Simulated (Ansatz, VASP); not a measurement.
**One calculation of Os, two programs**

File POSCAR:

```
Os
1.0
    2.7341000000      0.0000000000      0.0000000000
   -1.3670500000      2.3678000565      0.0000000000
    0.0000000000      0.0000000000      4.3197000000
Os
2
Direct
    0.2533333333      0.6266666667      0.1900000000
    0.7466666667      0.3733333333      0.8100000000
```

INCAR.step1

```
PREC     = Accurate       # precision mode
ENCUT    = 520            # plane-wave cutoff, eV
ISMEAR   = -1             # smearing method
SIGMA    = 0.05           # smearing width, eV
LREAL    = False          # projectors in reciprocal space
LASPH    = True           # aspherical terms in the spheres
NELM     = 100            # most SCF steps
NBANDS   = 15             # bands
GGA      = PE             # functional
ALGO     = Normal         # electronic algorithm
EDIFF    = 1E-4           # SCF threshold, eV
LWAVE    = True           # write WAVECAR
LCHARG   = False          # write CHGCAR
```

Contents of INCAR.step2:

```
PREC     = Accurate       # precision mode
ENCUT    = 520            # plane-wave cutoff, eV
EDIFF    = 1E-8           # SCF threshold, eV
ISMEAR   = -1             # smearing method
SIGMA    = 0.05           # smearing width, eV
LREAL    = False          # projectors in reciprocal space
LASPH    = True           # aspherical terms in the spheres
NELM     = 100            # most SCF steps
ALGO     = Normal         # electronic algorithm
ISIF     = 2              # what is computed and relaxed
LWAVE    = False          # write WAVECAR
LCHARG   = False          # write CHGCAR
METAGGA  = R2SCAN         # meta-GGA
LMIXTAU  = True         
LEFG     = True         
NBANDS   = 15             # bands
ISTART   = 1
```

KPOINTS

```
Automatic mesh
0
Gamma
  13 13 7
```

Input for Ansatz:

```yaml
crystal:
  lattice:
    - [2.7341, 0.0, 0.0]
    - [-1.36705, 2.3678000565, 0.0]
    - [0.0, 0.0, 4.3197]
  atoms:
    - { symbol: Os, position: [0.2533333333, 0.6266666667, 0.19] }
    - { symbol: Os, position: [0.7466666667, 0.3733333333, 0.81] }
kpoints:
  mp_grid: { grid: [13, 13, 7] }
scf:
  occupations: { method: fermi_dirac, width: 0.05 }
hamiltonian:
  xc: r2scan
  pseudopotentials: { kind: paw }
output:
  forces: true
  stress: true
  eigenvalues: true
  efg: { contact_densities: true }
  populations: true
```

Change from the starting cell: shortest bond scaled by 0.76, PAW files.

Alike in both runs: task electric field gradients; functional r2SCAN; k mesh 13 × 13 × 7; occupations fermi-dirac, width 0.05 eV; no spin polarisation.

|  | VASP | Ansatz |
| --- | --- | --- |
| version | VASP 6.6.1 | Ansatz 0.2.0 |
| potentials or method | VASP PAW PBE potentials, release 64 (Os) | PAW with Ansatz's default frozen-core files, scalar-relativistic |
| plane-wave cutoff (eV) | 520 | 500 |
| valence electrons in the cell | 16 | 32 |

```tsv
	VASP	Ansatz	Ansatz less VASP
pressure (GPa)	88.2	89.0	+0.86
traceless stress, the component that is largest in VASP (GPa)	55.60	61.60	+5.995
rms of the force components (eV/Å)	10.210	10.821	+0.6116
size of Vzz on the site where it differs most (V/Å²)	159.4	211.0	+51.61
```

VASP's potentials were made for PBE, not for r2SCAN. Atom by atom the forces differ by 0.664 eV/Å (rms over components). Both programs put the cell under a high pressure, so it lies far from rest at this level. VASP's potentials hold 16 valence electrons a cell and Ansatz's 32, so a difference there can come from the potentials and not from the codes.

Spin-orbit coupling is off throughout. Noted on VASP's run: the cell as given lies far from equilibrium.
